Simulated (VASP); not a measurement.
# SnB17N18 (a cell with a defect) in VASP: further runs

SnB17N18 (a cell with a defect) is run at these levels: HSE06, PBE; tasks: single point.

All numbers are computed with VASP 6.6.1; they aren't measurements. Logs are shortened: lines on timing, memory, paths and dates and some standing lists are left out, and cuts for length are marked.

### 1 The cell of the first run

The cell holds a defect, 36 atoms: a = 7.465 Å, b = 7.465 Å, c = 6.495 Å, α = 90.00°, β = 90.00°, γ = 120.00°.

### 2 Single point, HSE06

File POSCAR:

```
SnB17N18
1.0
    7.4650312844      0.0000000000      0.0000000000
   -3.7325156422      6.4649067324      0.0000000000
    0.0000000000      0.0000000000      6.4954828762
B N Sn
17 18 1
Direct
    0.1051940209      0.2094745359      0.2430496898
    0.2230746396      0.1188361377      0.7965516350
    0.1068206370      0.5439394829      0.2421259798
    0.2221504064      0.4594983706      0.7647012223
    0.1062166061      0.8754868906      0.2484708681
    0.2292906243      0.7909791101      0.8079768941
    0.4360232057      0.2028392780      0.2358530929
    0.5626965926      0.1187175073      0.7996075319
    0.4360488038      0.5464022935      0.2326888792
    0.4387131372      0.8753259689      0.2481971267
    0.5589083098      0.7945232149      0.7439786327
    0.7737084354      0.2095009590      0.2433505652
    0.8942925283      0.1216618050      0.7572304958
    0.7800690853      0.5467100762      0.2319109605
    0.9053037063      0.4596494133      0.7671389558
    0.7733385674      0.8771291534      0.2374477976
    0.9026704203      0.7949033845      0.7455539537
    0.1175672461      0.2342928682      0.7631177245
    0.2164747739      0.0987151691      0.2495298210
    0.1190397607      0.5683823590      0.8187301419
    0.2167989033      0.4322327617      0.2392964575
    0.1159378406      0.9001634729      0.8031390948
    0.2170065947      0.7656922013      0.2560820496
    0.4432267756      0.2197783779      0.8145557584
    0.5505568558      0.0985642510      0.2493308232
    0.4266869234      0.5842411514      0.6921526362
    0.5505051367      0.4322263053      0.2516056698
    0.4524545016      0.8999247299      0.8027242316
    0.5503523552      0.7657451630      0.2355561213
    0.7843212591      0.2342810392      0.7668911030
    0.8836084248      0.0988995969      0.2444021179
    0.8261824975      0.5848763574      0.6970725123
    0.8837843097      0.4321738942      0.2390059330
    0.7833253344      0.8991406138      0.7379797645
    0.8839729974      0.7659888178      0.2353276354
    0.5476470607      0.4253834978      0.5902226189
```

File INCAR.step1:

```
SYSTEM = SnB17N18
ALGO = Normal
EDIFF = 1E-5
ENCUT = 520
GGA = PE
GGA_COMPAT = .False.
ISIF = 2
ISMEAR = -1
ISYM = -1
LASPH = .True.
LCHARG = .False.
LREAL = Auto
LWAVE = .True.
NBANDS = 102
NELECT = 154.0
NELM = 120
PREC = Accurate
SIGMA = 0.01
```

File INCAR.step2:

```
SYSTEM = SnB17N18
ALGO = Normal
EDIFF = 1E-6
ENCUT = 520
GGA = PE
GGA_COMPAT = .False.
HFSCREEN = 0.2079
ISIF = 2
ISMEAR = -1
ISTART = 1
ISYM = -1
LASPH = .True.
LCHARG = .False.
LHFCALC = .True.
LREAL = Auto
LWAVE = .False.
NBANDS = 102
NELECT = 154.0
NELM = 120
PREC = Accurate
PRECFOCK = Fast
SIGMA = 0.01
```

File KPOINTS:

```
explicit points
1
Reciprocal
  0.25000000   0.25000000   0.25000000 1
```

Potentials or basis: VASP PAW PBE potentials, release 64 (B, N, Sn_d).

Run with:

```console
$ cat potpaw_PBE.64/B/POTCAR potpaw_PBE.64/N/POTCAR potpaw_PBE.64/Sn_d/POTCAR > POTCAR
$ cp INCAR.step1 INCAR
$ mpirun -np 1 vasp_std > vasp.out
$ cp INCAR.step2 INCAR
$ mpirun -np 1 vasp_std > vasp.out
```

OUTCAR:

```text
SYSTEM = SnB17N18
   EDIFF = 1E-6
   ENCUT = 520
   GGA = PE
   HFSCREEN = 0.2079
   ISIF = 2
   ISMEAR = -1
   ISTART = 1
   ISYM = -1
   LASPH = .True.
   LHFCALC = .True.
   LREAL = Auto
   NELECT = 154.0
   NELM = 120
   PREC = Accurate
   PRECFOCK = Fast

 ion  position               nearest neighbor table
   1  0.105  0.209  0.243-  31 1.43  19 1.44  21 1.44
   2  0.223  0.119  0.797-  22 1.41  24 1.43  18 1.45  36 2.71
   3  0.107  0.544  0.242-  21 1.43  23 1.44  33 1.44
   4  0.222  0.459  0.765-  26 1.41  20 1.41  18 1.46  36 2.81
   5  0.106  0.875  0.248-  23 1.43  35 1.44  19 1.44
   6  0.229  0.791  0.808-  22 1.44  20 1.44  28 1.44
   7  0.436  0.203  0.236-  25 1.42  19 1.42  27 1.49  36 2.71
   8  0.563  0.119  0.800-  28 1.41  24 1.43  30 1.45  36 2.71
   9  0.436  0.546  0.233-  21 1.42  29 1.42  27 1.48  36 2.77
  10  0.439  0.875  0.248-  29 1.43  23 1.43  25 1.44
  11  0.559  0.795  0.744-  26 1.42  28 1.42  34 1.45  36 2.89
  12  0.774  0.210  0.243-  31 1.43  33 1.44  25 1.44
  13  0.894  0.122  0.757-  30 1.44  18 1.44  34 1.44
  14  0.780  0.547  0.232-  33 1.41  35 1.42  27 1.49  36 2.77
  15  0.905  0.460  0.767-  32 1.41  20 1.42  30 1.46  36 2.80
  16  0.773  0.877  0.237-  35 1.43  31 1.43  29 1.44
  17  0.903  0.795  0.746-  32 1.41  22 1.43  34 1.45  36 2.89
  18  0.118  0.234  0.763-  13 1.44   2 1.45   4 1.46
  19  0.216  0.099  0.250-   7 1.42   1 1.44   5 1.44
  20  0.119  0.568  0.819-   4 1.41  15 1.42   6 1.44
  21  0.217  0.432  0.239-   9 1.42   3 1.43   1 1.44
  22  0.116  0.900  0.803-   2 1.41  17 1.43   6 1.44
  23  0.217  0.766  0.256-   5 1.43  10 1.43   3 1.44
  24  0.443  0.220  0.815-   2 1.43   8 1.43  36 1.97
  25  0.551  0.099  0.249-   7 1.42  12 1.44  10 1.44
  26  0.427  0.584  0.692-   4 1.41  11 1.42  36 1.93
  27  0.551  0.432  0.252-   9 1.48   7 1.49  14 1.49  36 2.20
  28  0.452  0.900  0.803-   8 1.41  11 1.42   6 1.44
  29  0.550  0.766  0.236-   9 1.42  10 1.43  16 1.44
  30  0.784  0.234  0.767-  13 1.44   8 1.45  15 1.46
  31  0.884  0.099  0.244-  12 1.43   1 1.43  16 1.43
  32  0.826  0.585  0.697-  15 1.41  17 1.41  36 1.94
  33  0.884  0.432  0.239-  14 1.41  12 1.44   3 1.44
  34  0.783  0.899  0.738-  13 1.44  17 1.45  11 1.45
  35  0.884  0.766  0.235-  14 1.42  16 1.43   5 1.44
  36  0.548  0.425  0.590-  26 1.93  32 1.94  24 1.97  27 2.20   2 2.71   8 2.71   7 2.71   9 2.77
                            14 2.77  15 2.80   4 2.81  17 2.89  11 2.89

IMPORTANT INFORMATION: All symmetrisations will be switched off!
NOSYMM: (Re-)initialisation of all symmetry stuff for point group C_1.

----------------------------------------------------------------------------------------

                                     Primitive cell

  volume of cell :     313.4768

  direct lattice vectors                    reciprocal lattice vectors
     7.465031284  0.000000000  0.000000000     0.133957911  0.077340636  0.000000000
    -3.732515642  6.464906732  0.000000000     0.000000000  0.154681273  0.000000000
     0.000000000  0.000000000  6.495482876     0.000000000  0.000000000  0.153953142

  length of vectors
     7.465031284  7.465031284  6.495482876     0.154681273  0.154681273  0.153953142

  position of ions in fractional coordinates (direct lattice)
     0.105194021  0.209474536  0.243049690
     0.223074640  0.118836138  0.796551635
     0.106820637  0.543939483  0.242125980
     0.222150406  0.459498371  0.764701222
     0.106216606  0.875486891  0.248470868
     0.229290624  0.790979110  0.807976894
[... 28 lines left out ...]
     0.883972997  0.765988818  0.235327635
     0.547647061  0.425383498  0.590222619

  ion indices of the primitive-cell ions
   primitive index   ion index
                 1           1
                 2           2
                 3           3
                 4           4
                 5           5
                 6           6
[... 28 lines left out ...]
                35          35
                36          36

----------------------------------------------------------------------------------------

 KPOINTS: explicit points

Read explicit list of k-points.

 Found      1 k-points:

 Following reciprocal coordinates:
            Coordinates               Weight
  0.250000  0.250000  0.250000      1.000000
   k-points           NKPTS =      1   k-points in BZ     NKDIM =      1   number of bands    NBANDS=    102
   number of dos      NEDOS =    301   number of ions     NIONS =     36
   total plane-waves  NPLWV = 150528
   dimension x,y,z NGX =    56 NGY =   56 NGZ =   48
   dimension x,y,z NGXF=   112 NGYF=  112 NGZF=   96
   ions per type =              17  18   1
   NGX,Y,Z   is equivalent  to a cutoff of  12.47, 12.47, 12.29 a.u.
   NGXF,Y,Z  is equivalent  to a cutoff of  24.94, 24.94, 24.57 a.u.
 SYSTEM =  SnB17N18
   PREC   = accura    normal or accurate (medium, high low for compatibility)
   ISTART =      1    job   : 0-new  1-cont  2-samecut
   ICHARG =      0    charge: 1-file 2-atom 10-const
   ISPIN  =      1    spin polarized calculation?
   LNONCOLLINEAR =      F non collinear calculations
   LSORBIT =      F    spin-orbit coupling
   LASPH  =      T    aspherical Exc in radial PAW
   ENCUT  =  520.0 eV  38.22 Ry    6.18 a.u.  13.88 13.88 12.08*2*pi/ulx,y,z
   NELM   =    120;   NELMIN=  2; NELMDL=  0     # of ELM steps
   EDIFF  = 0.1E-05   stopping-criterion for ELM
   LREAL  =      T    real-space projection
   EDIFFG = 0.1E-04   stopping-criterion for IOM
   NSW    =      0    number of steps for IOM
   IBRION =     -1    ionic relax: 0-MD 1-quasi-New 2-CG
   NFREE  =      0    steps in history (QN), initial steepest desc. (CG)
   ISIF   =      2    stress and relaxation
   ISYM   =     -1    0-nonsym 1-usesym 2-fastsym
   POTIM  = 0.5000    time-step for ionic-motion
   TEBEG  =    0.0;   TEEND  =   0.0 temperature during run
   PSTRESS=    0.0 pullay stress
   NELECT =     154.0000    total number of electrons
   NUPDOWN=      -1.0000    fix difference up-down
   EMIN   =  10.00;   EMAX   =-10.00  energy-range for DOS
   EFERMI =   0.00;   METHOD = LEGACY
   ISMEAR =    -1;   SIGMA  =   0.01  broadening in eV -4-tet -1-fermi 0-gaus
   EFERMI_NEDOS =   21; number of points for ismear=-14 and -15
   IALGO  =     38    algorithm
   IMIX   =      1    mixing-type and parameters
     AMIX     =   0.40;   BMIX     =  1.00
     AMIX_MAG =   1.60;   BMIX_MAG =  1.00
  volume/ion in A,a.u.               =       8.71        58.76
  Fermi-wavevector in a.u.,A,eV,Ry     =   1.291754  2.441062 22.703083  1.668629
  Thomas-Fermi vector in A             =   2.423505
   LORBIT       =      0    0 simple, 1 ext, 2 COOP (PROOUT), +10 PAW based schemes
   GGA     = PE    functional components
   LHFCALC =     T    Hartree Fock is set to
   PRECFOCK=fast      Normal, Fast or Accurate (Low or Medium for compatibility)
   ENCUT4O =  -1.0   cutoff for four orbital integrals eV
   NKREDX  =     1    reduce k-point grid by
   NKREDY  =     1    reduce k-point grid by
   NKREDZ  =     1    reduce k-point grid by
   AEXX    =    0.2500 exact exchange contribution
   HFSCREEN=    0.2079 screening length (either q_TF or 0.3 A-1)
   HFSCREENC=   0.2079 screening length for correlation (either q_TF or 0.3 A-1)
   ENCUTFOCK=  -1.0 apply spherical cutoff to Coloumb kernel
   IVDW    =     0    specifies the selected vdW correction
   LEPSILON=     F    determine dielectric tensor
   LRPA    =     F    only Hartree local field effects (RPA)
 non-spin polarized calculation
  energy-cutoff  :      520.00
  volume of cell :      313.48
 maximum number of plane-waves:      8452
 NGX is ok and might be reduce to    56
  NGX = 30; NGY = 30; NGZ = 28

 number of electron     154.0000003 magnetization

 Free energy of the ion-electron system (eV)
  ---------------------------------------------------
  ext. energy  EPLUGINS =         0.00000000
  ---------------------------------------------------
  free energy    TOTEN  =      -362.85222592 eV

  energy without entropy =     -362.85222592  energy(sigma->0) =     -362.85222592

 E-fermi :   2.6868     XC(G=0):  -8.6477

 val. band max:        2.4416215649   @ k =   0.2500   0.2500   0.2500
 cond. band min:       6.6213353070   @ k =   0.2500   0.2500   0.2500
 fundamental gap:      4.1797137421
 Fermi energy:         2.6868379977

 k-point     1 :       0.2500    0.2500    0.2500
  band No.  band energies     occupation
      1     -20.0596      2.00000
      2     -20.0526      2.00000
      3     -19.7920      2.00000
      4     -19.6668      2.00000
      5     -19.6171      2.00000
      6     -17.2497      2.00000
[... 81 lines left out ...]
     88      10.6403      0.00000
     89      10.8002      0.00000
 [bands above 89 left out]

------------------------ aborting loop because EDIFF is reached ----------------------------------------

  FORCE on cell =-STRESS in cart. coord.  units (eV):
  Direction    XX          YY          ZZ          XY          YZ          ZX
  --------------------------------------------------------------------------------------
  -------------------------------------------------------------------------------------
  Total       13.5523551     14.0152159     -0.5712288      0.2992445      0.1438639     -0.1140766
  in kB       69.2659852     71.6316634     -2.9195460      1.5294362      0.7352872     -0.5830444
  external PRESSURE =      45.9927009 kB  Pullay stress =       0.0000000 kB

 VOLUME and BASIS-vectors are now :
 -----------------------------------------------------------------------------
  energy-cutoff  :      520.00
  volume of cell :      313.48
      direct lattice vectors                 reciprocal lattice vectors
     7.465031284  0.000000000  0.000000000     0.133957911  0.077340636  0.000000000
    -3.732515642  6.464906732  0.000000000     0.000000000  0.154681273  0.000000000
     0.000000000  0.000000000  6.495482876     0.000000000  0.000000000  0.153953142

 POSITION                                       TOTAL-FORCE (eV/Angst)
 -----------------------------------------------------------------------------------
      0.00341      1.35423      1.57873        -0.027272     -0.001160     -0.006218
      1.22170      0.76826      5.17399         0.023868     -0.107601      0.032765
     -1.23284      3.51652      1.57273         0.000557      0.025489     -0.016194
     -0.05673      2.97061      4.96710        -0.032093      0.109677     -0.019918
     -2.47486      5.65994      1.61394         0.021662     -0.026268     -0.032936
     -1.24068      5.11361      5.24820        -0.003724     -0.027225     -0.033283
[... 28 lines left out ...]
      3.73982      4.95205      1.52857        -0.023019     -0.052493      0.014779
      2.50045      2.75006      3.83378         0.007495      0.339054      0.470328
 -----------------------------------------------------------------------------------
    total drift:                                0.018569      0.017817      0.009240

  FREE ENERGIE OF THE ION-ELECTRON SYSTEM (eV)
  ---------------------------------------------------
  free  energy   TOTEN  =      -362.8522259236 eV

  energy  without entropy=     -362.8522259236  energy(sigma->0) =     -362.85222592
```

Wall time 7.6 min (1 thread of AMD EPYC 7R43 (Zen 3), shared host); peak memory 0.5 GiB.

Results:

```yaml
Free_energy: -362.8522 eV
Largest_force: 0.580 eV/Å
```

Forces in eV/Å, atoms in the order of the input:
```
B   -0.027 -0.001 -0.006
B    0.024 -0.108  0.033
B    0.001  0.025 -0.016
B   -0.032  0.110 -0.020
B    0.022 -0.026 -0.033
B   -0.004 -0.027 -0.033
B    0.002 -0.126 -0.073
B   -0.021 -0.101  0.018
B   -0.128  0.074  0.000
B   -0.016 -0.032 -0.030
B   -0.080 -0.033  0.025
B    0.031 -0.007 -0.019
B   -0.003 -0.003 -0.008
B    0.127  0.071  0.012
B    0.034  0.116 -0.007
B   -0.005  0.012  0.007
B    0.096 -0.029  0.017
N    0.010 -0.017  0.028
N    0.052  0.059 -0.006
N   -0.012 -0.078 -0.108
N    0.061  0.000  0.007
N   -0.033  0.083 -0.071
N   -0.001  0.008 -0.046
N    0.015  0.101 -0.406
N   -0.057  0.068 -0.006
N    0.249 -0.192 -0.061
N   -0.003 -0.075  0.389
N    0.021  0.079 -0.063
N    0.021 -0.045  0.015
N   -0.008 -0.011  0.022
N   -0.002  0.012 -0.022
N   -0.258 -0.210 -0.069
N   -0.063  0.005  0.009
N    0.002  0.012  0.039
N   -0.023 -0.052  0.015
Sn   0.007  0.339  0.470
```

Caveat: the cell carries a net charge on a neutralising background, which shifts energy and pressure; the cell is charged against a uniform background, so pressure and absolute levels hang on convention; the PAW data sets were made with another functional, which shifts forces and pressure a little; spin-orbit coupling is left out, which moves the levels of the heavy elements.

[end of part 1 of 2]
